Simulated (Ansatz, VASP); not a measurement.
## Co in VASP and in Ansatz

```xyz
1
Lattice="0.0000 1.7567 1.7567 1.7567 0.0000 1.7567 1.7567 1.7567 0.0000" Properties=species:S:1:pos:R:3 pbc="T T T"
Co    0.0000    0.0000    0.0000
```

Alike in both runs: task single point; functional PBE; k mesh 18 × 18 × 18; occupations fermi-dirac, width 0.05 eV; non-collinear spin, spin-orbit coupling.

|  | VASP | Ansatz |
| --- | --- | --- |
| version | VASP 6.6.1 | Ansatz 0.2.0 |
| potentials or method | VASP PAW PBE potentials, release 64 (Co), cutoff 520 eV | all-electron LAPW |

```csv
,VASP,Ansatz,Ansatz less VASP
pressure (GPa),0.5,1.1,+0.61
net moment per atom (μB),1.62,1.63,+0.006
```

Ansatz ran all-electron here, and VASP with PAW potentials. Ansatz's warnings: stability check not made.
